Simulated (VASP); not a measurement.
Runs of VASP 6.6.1 on AgCl. The structure is that of space group Fm-3m (No. 225), or close to it. The cells are those of the table. 

```tsv
level	cell	smearing	gap on the mesh (eV)	pressure (GPa)
PBE	a = 4.118 Å, angles 60.0°, 2 atoms	fermi-dirac 0.02 eV	0.99	-3.6
r2SCAN	a = 4.054 Å, angles 57.9°, 2 atoms	gaussian 0.01 eV	1.38	-2.3
PBE	a = 4.054 Å, angles 57.9°, 2 atoms	fermi-dirac 0.02 eV	0.88	(a)
PBE	a = 3.925, b = 3.925, c = 3.883 Å, angles 60.4, 60.4, 59.3°, 2 atoms	fermi-dirac 0.02 eV	0.84	(b)
PBE	a = 3.942, b = 3.942, c = 3.922 Å, angles 60.2, 60.2, 59.7°, 2 atoms	fermi-dirac 0.02 eV	0.88	1.0
r2SCAN	a = 4.118 Å, angles 60.0°, 2 atoms	gaussian 0.01 eV	1.47	-5.2
r2SCAN	a = 3.942, b = 3.942, c = 3.922 Å, angles 60.2, 60.2, 59.7°, 2 atoms	gaussian 0.01 eV	1.39	-0.6
r2SCAN	a = 3.925, b = 3.925, c = 3.883 Å, angles 60.4, 60.4, 59.3°, 2 atoms	gaussian 0.01 eV	1.35	0.4
```

Alike in all rows: task single point; potentials or basis VASP PAW PBE potentials, release 64 (Ag, Cl); no spin polarisation; k mesh 8 × 8 × 8; cutoff (eV) 520.

**Question.** Estimate the missing entries.

**Answer.** (a) -0.7; (b) 2.0.

Caveats: the PAW data sets were made with another functional, which shifts forces and pressure a little (at least some runs); the cell stands under tension (at least some runs).

A k mesh can miss the band edges, and the runs leave out spin-orbit coupling on Ag.
